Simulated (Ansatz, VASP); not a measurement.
One calculation of WC, two programs

```xyz
2
Lattice="2.8994 0.0000 0.0000 -1.4497 2.5110 0.0000 0.0000 0.0000 2.8265" Properties=species:S:1:pos:R:3 pbc="T T T"
W     0.0000    0.0000    0.0000
C     1.4497    0.8370    1.4133
```

Alike in both runs: functional PBEsol; k mesh 18 × 18 × 14; occupations fermi-dirac, width 0.15 eV; no spin polarisation.

Ansatz relaxed the structure, and its values are those at the end. VASP's run is a single point on that final structure, the one shown.

|  | VASP | Ansatz |
| --- | --- | --- |
| version | VASP 6.6.1 | Ansatz 0.2.0 |
| potentials or method | VASP PAW PBE potentials, release 64 (W_sv, C), cutoff 520 eV | scalar-relativistic, plane waves, PAW |
| valence electrons in the cell | 18 | 18 |

Ansatz gave:

| Item | Value |
| --- | --- |
| gap on the k mesh at the Fermi level (eV) | none |
| pressure (GPa) | 0.0 |

Question: What did VASP give for the same quantities?

Answer: gap on the k mesh at the Fermi level (eV): none; pressure (GPa): 1.3.

VASP's potentials were made for PBE, not for PBEsol. A gap of «none» marks a metal or a gap that the smearing closes.

Neither program's run includes spin-orbit coupling.
